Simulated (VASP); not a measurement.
Mo, 1 atom in the cell. The structure is cubic, space group Im-3m (No. 229). Conventional cell: a = 3.161 Å, b = 3.161 Å, c = 3.161 Å, α = 90.00°, β = 90.00°, γ = 90.00°. Mo (site symmetry m-3m) has 14 Mo at 2.74 to 3.16 Å within 3.6 Å. 

| Property | Result |
| --- | --- |
| Program | VASP 6.6.1 |
| Task | single point |
| Functional | PBE |
| Potentials or basis | VASP PAW PBE potentials, release 64 (Mo_sv) |
| Cutoff | 520 eV |
| k mesh | 16 × 16 × 16 |
| Occupations | fermi-dirac, width 0.15 eV |
| Spin | no spin polarisation |
| Dipole correction | no |
| Further INCAR settings | ALGO = Normal; EDIFF = 1e-06; NBANDS = 13 |

Potentials or basis: VASP PAW PBE potentials, release 64 (Mo_sv).

Launch:

```sh
$ cat potpaw_PBE.64/Mo_sv/POTCAR > POTCAR
$ mpirun -np 1 vasp_std > vasp.out
```

Hardware: 1 thread of Intel Xeon 8259CL, on a shared host.

Task: How long does it take, and how much memory?

Result: It took 26 s on 1 thread of Intel Xeon 8259CL, on a shared host, peak memory 0.14 GiB. Counts: scf iterations 11, k points 145.
